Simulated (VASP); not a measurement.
# W3N4 (Pm-3m) in VASP: further runs, part 2 of 2

VASP 6.6.1. Earlier steps stand in the parts before.

## (3) Single point, PBE

Contents of INCAR:

```
PREC = Accurate ; ENCUT = 520
EDIFF = 1E-7 ; ISMEAR = 0
SIGMA = 0.1 ; LREAL = F
LASPH = T ; NELM = 80
ALGO = Normal ; ISIF = 2
LWAVE = F ; LCHARG = F
GGA = PE ; NBANDS = 40
```

Contents of KPOINTS:

```
Automatic mesh
0
Gamma
  8 8 8
  0.5 0.5 0.5
```

Contents of POSCAR:

```
W3N4
1.0
    4.1220000000      0.0000000000      0.0000000000
    0.0000000000      4.1220000000      0.0000000000
    0.0000000000      0.0000000000      4.1220000000
W N
3 4
Direct
    0.5000000000      0.5000000000      0.0000000000
    0.0000000000      0.5000000000      0.5000000000
    0.5000000000      0.0000000000      0.5000000000
    0.5000000000      0.5000000000      0.5000000000
    0.5000000000      0.0000000000      0.0000000000
    0.0000000000      0.5000000000      0.0000000000
    0.0000000000      0.0000000000      0.5000000000
```

Potentials or basis: VASP PAW PBE potentials, release 64 (W_sv, N).

Run with:

```sh
> cat potpaw_PBE.64/W_sv/POTCAR potpaw_PBE.64/N/POTCAR > POTCAR
> mpirun -np 1 vasp_std > vasp.out
```

OUTCAR:

```text
PREC = Accurate
   ENCUT = 520
   EDIFF = 1E-7
   ISMEAR = 0
   LREAL = F
   LASPH = T
   NELM = 80
   ISIF = 2
   GGA = PE

 ion  position               nearest neighbor table
   1  0.500  0.500  0.000-   4 2.06   5 2.06   6 2.06   4 2.06   5 2.06   6 2.06   3 2.91   3 2.91
                             3 2.91   2 2.91   3 2.91   2 2.91   2 2.91   2 2.91
   2  0.000  0.500  0.500-   4 2.06   6 2.06   7 2.06   6 2.06   7 2.06   4 2.06   3 2.91   3 2.91
                             1 2.91   1 2.91   3 2.91   1 2.91   1 2.91   3 2.91
   3  0.500  0.000  0.500-   4 2.06   5 2.06   7 2.06   5 2.06   4 2.06   7 2.06   2 2.91   1 2.91
                             2 2.91   1 2.91   1 2.91   2 2.91   1 2.91   2 2.91
   4  0.500  0.500  0.500-   1 2.06   2 2.06   3 2.06   1 2.06   3 2.06   2 2.06
   5  0.500  0.000  0.000-   1 2.06   3 2.06   3 2.06   1 2.06
   6  0.000  0.500  0.000-   1 2.06   2 2.06   2 2.06   1 2.06
   7  0.000  0.000  0.500-   2 2.06   3 2.06   2 2.06   3 2.06

  LATTYP: Found a simple cubic cell.
 ALAT       =     4.1220000000

  Lattice vectors:

 A1 = (   4.1220000000,   0.0000000000,   0.0000000000)
 A2 = (   0.0000000000,   4.1220000000,   0.0000000000)
 A3 = (   0.0000000000,   0.0000000000,   4.1220000000)

Analysis of symmetry for initial positions (statically):
=====================================================================
 Subroutine PRICEL returns:
 Original cell was already a primitive cell.

 Routine SETGRP: Setting up the symmetry group for a
 simple cubic supercell.

 Subroutine GETGRP returns: Found 48 space group operations
 (whereof 48 operations were pure point group operations)
 out of a pool of 48 trial point group operations.

The static configuration has the point symmetry O_h .

Analysis of symmetry for dynamics (positions and initial velocities):
=====================================================================
 Subroutine PRICEL returns:
 Original cell was already a primitive cell.

 Routine SETGRP: Setting up the symmetry group for a
 simple cubic supercell.

 Subroutine GETGRP returns: Found 48 space group operations
 (whereof 48 operations were pure point group operations)
[... 134 lines left out ...]
   AEXX    =    0.0000 exact exchange contribution
   IVDW    =     0    specifies the selected vdW correction
   LEPSILON=     F    determine dielectric tensor
   LRPA    =     F    only Hartree local field effects (RPA)
 non-spin polarized calculation
 Gauss-broadening in eV      SIGMA  =   0.10
  energy-cutoff  :      520.00
  volume of cell :       70.04
 maximum number of plane-waves:      1896
 NGX is ok and might be reduce to    32
   NGX = 15   NGY = 15   NGZ = 15

 number of electron      62.0000007 magnetization

 Free energy of the ion-electron system (eV)
  ---------------------------------------------------
  ext. energy  EPLUGINS =         0.00000000
  ---------------------------------------------------
  free energy    TOTEN  =       -72.17762105 eV

  energy without entropy =      -72.15614313  energy(sigma->0) =      -72.16688209

 E-fermi :  11.6652     XC(G=0): -13.3805

 val. band max:       11.6346239231   @ k =   0.3125   0.3125   0.0625
 cond. band min:      11.6801299065   @ k =   0.4375   0.3125   0.0625
 fundamental gap:      0.0455059835
 Fermi energy:        11.6651611245

 k-point     1 :       0.0625    0.0625    0.0625
  band No.  band energies     occupation
      1     -64.1709      2.00000
      2     -64.0855      2.00000
      3     -64.0855      2.00000
      4     -28.9178      2.00000
      5     -28.8848      2.00000
      6     -28.8848      2.00000
[... 849 lines left out ...]
     39      17.9861      0.00000
     40      18.0450      0.00000

------------------------ aborting loop because EDIFF is reached ----------------------------------------

  FORCE on cell =-STRESS in cart. coord.  units (eV):
  Direction    XX          YY          ZZ          XY          YZ          ZX
  --------------------------------------------------------------------------------------
  -------------------------------------------------------------------------------------
  Total       12.5958307     12.5958307     12.5958307     -0.0000000      0.0000000      0.0000000
  in kB      288.1465578    288.1465578    288.1465578     -0.0000000      0.0000000      0.0000000
  external PRESSURE =     288.1465578 kB  Pullay stress =       0.0000000 kB

 VOLUME and BASIS-vectors are now :
 -----------------------------------------------------------------------------
  energy-cutoff  :      520.00
  volume of cell :       70.04
      direct lattice vectors                 reciprocal lattice vectors
     4.122000000  0.000000000  0.000000000     0.242600679  0.000000000  0.000000000
     0.000000000  4.122000000  0.000000000     0.000000000  0.242600679  0.000000000
     0.000000000  0.000000000  4.122000000     0.000000000  0.000000000  0.242600679

 POSITION                                       TOTAL-FORCE (eV/Angst)
 -----------------------------------------------------------------------------------
      2.06100      2.06100      0.00000         0.000000      0.000000      0.000000
      0.00000      2.06100      2.06100         0.000000      0.000000      0.000000
      2.06100      0.00000      2.06100         0.000000      0.000000      0.000000
      2.06100      2.06100      2.06100         0.000000      0.000000      0.000000
      2.06100      0.00000      0.00000         0.000000      0.000000      0.000000
      0.00000      2.06100      0.00000         0.000000      0.000000      0.000000
      0.00000      0.00000      2.06100         0.000000      0.000000      0.000000
 -----------------------------------------------------------------------------------
    total drift:                                0.000000     -0.000000     -0.000000

  FREE ENERGIE OF THE ION-ELECTRON SYSTEM (eV)
  ---------------------------------------------------
  free  energy   TOTEN  =       -72.1776210532 eV

  energy  without entropy=      -72.1561431254  energy(sigma->0) =      -72.16688209
```

OSZICAR:

```text
N       E                     dE             d eps       ncg     rms          rms(c)
DAV:   1     0.756592340273E+03    0.75659E+03   -0.35634E+04  1648   0.179E+03
DAV:   2    -0.245862742455E+02   -0.78118E+03   -0.75122E+03  1728   0.555E+02
DAV:   3    -0.831736898098E+02   -0.58587E+02   -0.56291E+02  1904   0.145E+02
DAV:   4    -0.848102242454E+02   -0.16365E+01   -0.16009E+01  1952   0.236E+01
DAV:   5    -0.848404448149E+02   -0.30221E-01   -0.30101E-01  1888   0.294E+00    0.653E+01
DAV:   6    -0.728980965058E+02    0.11942E+02   -0.66804E+01  1864   0.450E+01    0.219E+01
DAV:   7    -0.723716894262E+02    0.52641E+00   -0.55781E+00  1832   0.123E+01    0.160E+01
DAV:   8    -0.721846641170E+02    0.18703E+00   -0.71781E-01  1912   0.567E+00    0.153E+00
DAV:   9    -0.721781527480E+02    0.65114E-02   -0.50898E-02  1912   0.146E+00    0.490E-01
DAV:  10    -0.721776356113E+02    0.51714E-03   -0.10134E-02  1928   0.591E-01    0.231E-01
DAV:  11    -0.721775456307E+02    0.89981E-04   -0.11836E-03  1840   0.229E-01    0.100E-01
DAV:  12    -0.721776144382E+02   -0.68807E-04   -0.19877E-04  1920   0.746E-02    0.205E-02
DAV:  13    -0.721776228620E+02   -0.84239E-05   -0.37794E-05  1832   0.440E-02    0.430E-02
DAV:  14    -0.721776208561E+02    0.20059E-05   -0.74169E-06  1864   0.194E-02    0.460E-03
DAV:  15    -0.721776211019E+02   -0.24577E-06   -0.23937E-06  1760   0.728E-03    0.554E-03
DAV:  16    -0.721776210532E+02    0.48751E-07   -0.22610E-07  1368   0.257E-03
   1 F= -.72177621E+02 E0= -.72166882E+02  d E =-.214779E-01
```

stdout:

```text
POSCAR found type information on POSCAR W N
 POSCAR found :  2 types and       7 ions
 scaLAPACK will be used
 LDA part: xc-table for (Slater+PW92), standard interpolation
 POSCAR, INCAR and KPOINTS ok, starting setup
 FFT: planning ... GRIDC
 FFT: planning ... GRID_SOFT
 FFT: planning ... GRID
 WAVECAR not read
 entering main loop
```

Run time: 71 s. Hardware: 1 thread of Intel Xeon 8259CL, shared host; peak memory 0.2 GiB.

Results:

```
Free energy            : -72.1776 eV
Pressure               : 28.8 GPa
Band gap on the k mesh : zero (band 31 reaches 12.90 eV, above the bottom of band 32 at 10.39 eV)
```

Caveat: spin-orbit coupling is left out, which moves the levels of the heavy elements.

## (4) Single point, PBE

Contents of INCAR:

```
ALGO = Normal ; EDIFF = 1E-6
ENCUT = 520 ; GGA = PE
ISIF = 2 ; ISMEAR = 0
LASPH = T ; LCHARG = F
LREAL = F ; LWAVE = F
NBANDS = 40 ; NELM = 100
PREC = Accurate ; SIGMA = 0.1
```

Contents of KPOINTS:

```
k-points
0
Gamma
  10 10 10
```

POSCAR is that of step 3.

Run with:

```sh
> cat potpaw_PBE.64/W_sv/POTCAR potpaw_PBE.64/N/POTCAR > POTCAR
> mpirun -np 1 vasp_std > vasp.out
```

Wall time 2.5 min (1 thread of Intel Xeon 8259CL, shared host); peak memory 0.25 GiB.

It converged, with:

```yaml
Free_energy: -72.1613 eV
Pressure: 28.9 GPa
Band_gap_on_the_k_mesh: zero (band 31 reaches 12.86 eV, above the bottom of band 32 at 10.15 eV)
```

Levels at points of the mesh, in eV from the Fermi level:
| k point | band 29 | band 30 | band 31 | band 32 | band 33 | band 34 |
| --- | --- | --- | --- | --- | --- | --- |
| (0.00, 0.00, 0.00) | -2.24 | -2.24 | -2.24 | -0.87 | -0.87 | -0.87 |
| (0.50, 0.00, 0.00) | -3.56 | -1.78 | -0.01 | -0.01 | 0.03 | 0.23 |
| (0.50, 0.50, 0.00) | -0.56 | 0.38 | 0.38 | 0.56 | 0.56 | 1.40 |
| (0.50, 0.50, 0.50) | 1.25 | 1.25 | 1.25 | 1.83 | 1.83 | 1.83 |

Caveat: spin-orbit coupling is left out, which moves the levels of the heavy elements.

## (5) Single point, PBE

Contents of INCAR:

```
SYSTEM = W3N4
ALGO = Normal ; EDIFF = 1E-7
ENCUT = 520 ; GGA = PE
ISIF = 2 ; ISMEAR = 0
LASPH = .TRUE. ; LCHARG = .FALSE.
LREAL = .FALSE. ; LWAVE = .FALSE.
NBANDS = 40 ; NELM = 60
PREC = Accurate ; SIGMA = 0.1
```

Contents of KPOINTS:

```
k-points
0
G
  10 10 10
  0 0 0
```

POSCAR is that of step 4.

Potentials or basis: VASP PAW PBE potentials, release 64 (W_sv, N).

Run with:

```sh
> cat potpaw_PBE.64/W_sv/POTCAR potpaw_PBE.64/N/POTCAR > POTCAR
> mpirun -np 1 vasp_std > vasp.out
```

OUTCAR:

```text
SYSTEM = W3N4
   EDIFF = 1E-7
   ENCUT = 520
   GGA = PE
   ISIF = 2
   ISMEAR = 0
   LASPH = .TRUE.
   LREAL = .FALSE.
   NELM = 60
   PREC = Accurate

 ion  position               nearest neighbor table
   1  0.500  0.500  0.000-   4 2.06   5 2.06   6 2.06   4 2.06   5 2.06   6 2.06   3 2.91   3 2.91
                             3 2.91   2 2.91   3 2.91   2 2.91   2 2.91   2 2.91
   2  0.000  0.500  0.500-   4 2.06   6 2.06   7 2.06   6 2.06   7 2.06   4 2.06   3 2.91   3 2.91
                             1 2.91   1 2.91   3 2.91   1 2.91   1 2.91   3 2.91
   3  0.500  0.000  0.500-   4 2.06   5 2.06   7 2.06   5 2.06   4 2.06   7 2.06   2 2.91   1 2.91
                             2 2.91   1 2.91   1 2.91   2 2.91   1 2.91   2 2.91
   4  0.500  0.500  0.500-   1 2.06   2 2.06   3 2.06   1 2.06   3 2.06   2 2.06
   5  0.500  0.000  0.000-   1 2.06   3 2.06   3 2.06   1 2.06
   6  0.000  0.500  0.000-   1 2.06   2 2.06   2 2.06   1 2.06
   7  0.000  0.000  0.500-   2 2.06   3 2.06   2 2.06   3 2.06

  LATTYP: Found a simple cubic cell.
 ALAT       =     4.1220000000

  Lattice vectors:

 A1 = (   4.1220000000,   0.0000000000,   0.0000000000)
 A2 = (   0.0000000000,   4.1220000000,   0.0000000000)
 A3 = (   0.0000000000,   0.0000000000,   4.1220000000)

Analysis of symmetry for initial positions (statically):
=====================================================================
 Subroutine PRICEL returns:
 Original cell was already a primitive cell.

 Routine SETGRP: Setting up the symmetry group for a
 simple cubic supercell.

 Subroutine GETGRP returns: Found 48 space group operations
 (whereof 48 operations were pure point group operations)
 out of a pool of 48 trial point group operations.

The static configuration has the point symmetry O_h .

Analysis of symmetry for dynamics (positions and initial velocities):
=====================================================================
 Subroutine PRICEL returns:
 Original cell was already a primitive cell.

 Routine SETGRP: Setting up the symmetry group for a
 simple cubic supercell.

 Subroutine GETGRP returns: Found 48 space group operations
[... 135 lines left out ...]
  Fermi-wavevector in a.u.,A,eV,Ry     =   1.571921  2.970500 33.619124  2.470936
  Thomas-Fermi vector in A             =   2.673433
   LORBIT       =      0    0 simple, 1 ext, 2 COOP (PROOUT), +10 PAW based schemes
   GGA     = PE    functional components
   LHFCALC =     F    Hartree Fock is set to
   AEXX    =    0.0000 exact exchange contribution
   IVDW    =     0    specifies the selected vdW correction
   LEPSILON=     F    determine dielectric tensor
   LRPA    =     F    only Hartree local field effects (RPA)
 non-spin polarized calculation
 Gauss-broadening in eV      SIGMA  =   0.10
  energy-cutoff  :      520.00
  volume of cell :       70.04
 maximum number of plane-waves:      1924
 NGX is ok and might be reduce to    32
   NGX = 15   NGY = 15   NGZ = 15

 number of electron      62.0000007 magnetization

 Free energy of the ion-electron system (eV)
  ---------------------------------------------------
  ext. energy  EPLUGINS =         0.00000000
  ---------------------------------------------------
  free energy    TOTEN  =       -72.16126561 eV

  energy without entropy =      -72.14837293  energy(sigma->0) =      -72.15481927

 E-fermi :  11.6068     XC(G=0): -13.3808

 val. band max:       11.6057500618   @ k =   0.5000   0.1000   0.1000
 cond. band min:      11.6085628358   @ k =   0.5000   0.3000   0.1000
 fundamental gap:      0.0028127740
 Fermi energy:        11.6068133463

 k-point     1 :       0.0000    0.0000    0.0000
  band No.  band energies     occupation
      1     -64.1601      2.00000
      2     -64.0713      2.00000
      3     -64.0713      2.00000
      4     -28.8987      2.00000
      5     -28.8987      2.00000
      6     -28.8987      2.00000
[... 1021 lines left out ...]
     39      14.7902      0.00000
     40      15.0402      0.00000

 [... further k-points ...]
[... 5 lines left out ...]
  --------------------------------------------------------------------------------------
  -------------------------------------------------------------------------------------
  Total       12.6163648     12.6163648     12.6163648      0.0000000      0.0000000     -0.0000000
  in kB      288.6163019    288.6163019    288.6163019      0.0000000      0.0000000     -0.0000000
  external PRESSURE =     288.6163019 kB  Pullay stress =       0.0000000 kB

 VOLUME and BASIS-vectors are now :
 -----------------------------------------------------------------------------
  energy-cutoff  :      520.00
  volume of cell :       70.04
      direct lattice vectors                 reciprocal lattice vectors
     4.122000000  0.000000000  0.000000000     0.242600679  0.000000000  0.000000000
     0.000000000  4.122000000  0.000000000     0.000000000  0.242600679  0.000000000
     0.000000000  0.000000000  4.122000000     0.000000000  0.000000000  0.242600679

 POSITION                                       TOTAL-FORCE (eV/Angst)
 -----------------------------------------------------------------------------------
      2.06100      2.06100      0.00000         0.000000      0.000000      0.000000
      0.00000      2.06100      2.06100         0.000000      0.000000      0.000000
      2.06100      0.00000      2.06100         0.000000      0.000000      0.000000
      2.06100      2.06100      2.06100         0.000000      0.000000      0.000000
      2.06100      0.00000      0.00000         0.000000      0.000000      0.000000
      0.00000      2.06100      0.00000         0.000000      0.000000      0.000000
      0.00000      0.00000      2.06100         0.000000      0.000000      0.000000
 -----------------------------------------------------------------------------------
    total drift:                                0.000000     -0.000000     -0.000000

  FREE ENERGIE OF THE ION-ELECTRON SYSTEM (eV)
  ---------------------------------------------------
  free  energy   TOTEN  =       -72.1612656105 eV

  energy  without entropy=      -72.1483729317  energy(sigma->0) =      -72.15481927
```

stdout:

```text
POSCAR found type information on POSCAR W N
 POSCAR found :  2 types and       7 ions
 scaLAPACK will be used
 LDA part: xc-table for (Slater+PW92), standard interpolation
 POSCAR, INCAR and KPOINTS ok, starting setup
 FFT: planning ... GRIDC
 FFT: planning ... GRID_SOFT
 FFT: planning ... GRID
 WAVECAR not read
 entering main loop
```

It took 2.8 min on 1 thread of Intel Xeon 8259CL, shared host; peak memory 0.26 GiB.

Results:

```
Free energy            : -72.1613 eV
Pressure               : 28.9 GPa
Band gap on the k mesh : zero (band 31 reaches 12.86 eV, above the bottom of band 32 at 10.15 eV)
```

Caveat: spin-orbit coupling is left out, which moves the levels of the heavy elements.

## (6) Single point, PBE

Contents of INCAR:

```
PREC = Accurate
ENCUT = 520
EDIFF = 1E-6
ISMEAR = 0
SIGMA = 0.05
LREAL = False
LASPH = True
NELM = 100
ALGO = Normal
ISIF = 2
LWAVE = False
LCHARG = False
GGA = PE
NBANDS = 40
```

Contents of KPOINTS:

```
regular mesh
0
Gamma
  10 10 10
```

POSCAR is that of step 5.

Potentials or basis: VASP PAW PBE potentials, release 64 (W_sv, N).

Run with:

```sh
> cat potpaw_PBE.64/W_sv/POTCAR potpaw_PBE.64/N/POTCAR > POTCAR
> mpirun -np 1 vasp_std > vasp.out
```

It took 2.5 min on 1 thread of Intel Xeon 8259CL, shared host; peak memory 0.25 GiB.

It converged, with:

- Free energy: -72.1560 eV
- Pressure: 28.9 GPa
- Band gap on the k mesh: zero (band 31 reaches 12.86 eV, above the bottom of band 32 at 10.15 eV)

Levels at points of the mesh, in eV from the Fermi level:
| k point | band 27 | band 28 | band 29 | band 30 | band 31 | band 32 | band 33 | band 34 | band 35 | band 36 |
| --- | --- | --- | --- | --- | --- | --- | --- | --- | --- | --- |
| (0.00, 0.00, 0.00) | -3.50 | -3.50 | -2.23 | -2.23 | -2.23 | -0.87 | -0.87 | -0.87 | -0.27 | -0.27 |
| (0.50, 0.00, 0.00) | -3.71 | -3.71 | -3.55 | -1.77 | 0.00 | 0.00 | 0.03 | 0.23 | 0.23 | 2.17 |
| (0.50, 0.50, 0.00) | -5.75 | -1.58 | -0.55 | 0.39 | 0.39 | 0.57 | 0.57 | 1.40 | 1.40 | 2.33 |
| (0.50, 0.50, 0.50) | -2.98 | -2.98 | 1.26 | 1.26 | 1.26 | 1.84 | 1.84 | 1.84 | 2.81 | 2.81 |

Caveat: spin-orbit coupling is left out, which moves the levels of the heavy elements.

## (7) Single point, PBE

Contents of INCAR:

```
SYSTEM = W3N4
PREC = Accurate
ENCUT = 520
EDIFF = 1E-6
ISMEAR = 0
SIGMA = 0.2
LREAL = .FALSE.
LASPH = .TRUE.
NELM = 80
ALGO = Normal
ISIF = 2
LWAVE = .FALSE.
LCHARG = .FALSE.
GGA = PE
NBANDS = 40
```

Contents of KPOINTS:

```
regular mesh
0
G
  10 10 10
  0 0 0
```

POSCAR is that of step 6.

Run with:

```sh
> cat potpaw_PBE.64/W_sv/POTCAR potpaw_PBE.64/N/POTCAR > POTCAR
> mpirun -np 1 vasp_std > vasp.out
```

Run time: 2.5 min. Hardware: 1 thread of Intel Xeon 8259CL, shared host; peak memory 0.25 GiB.

Results (log left out):

```
Free energy            : -72.1809 eV
Pressure               : 28.9 GPa
Band gap on the k mesh : zero (band 31 reaches 12.86 eV, above the bottom of band 32 at 10.14 eV)
```

Levels at points of the mesh, in eV from the Fermi level:
```csv
k point,band 28,band 29,band 30,band 31,band 32,band 33,band 34,band 35
"(0.00, 0.00, 0.00)",-3.50,-2.23,-2.23,-2.23,-0.87,-0.87,-0.87,-0.27
"(0.50, 0.00, 0.00)",-3.71,-3.55,-1.78,-0.01,-0.01,0.03,0.23,0.23
"(0.50, 0.50, 0.00)",-1.58,-0.55,0.38,0.39,0.57,0.57,1.40,1.40
"(0.50, 0.50, 0.50)",-2.98,1.25,1.25,1.25,1.83,1.83,1.83,2.81
```

Caveat: spin-orbit coupling is left out, which moves the levels of the heavy elements.

## (8) Overview

```csv
k mesh,smearing,gap on the mesh (eV),pressure (GPa)
8 × 8 × 8,gaussian 0.1 eV,none,29.1
"8 × 8 × 8, shifted",gaussian 0.1 eV,none,28.8
10 × 10 × 10,gaussian 0.1 eV,none,28.9
10 × 10 × 10,gaussian 0.05 eV,none,28.9
10 × 10 × 10,gaussian 0.2 eV,none,28.9
```

Alike in all rows: task single point; level PBE; potentials or basis VASP PAW PBE potentials, release 64 (W_sv, N); no spin polarisation; cell as given; cutoff (eV) 520.

Every run on the cell as given and a fine mesh finds a metal.

Caveats: spin-orbit coupling is left out, which moves the levels of the heavy elements.

Absolute energies hang on the potentials; compare differences alone.
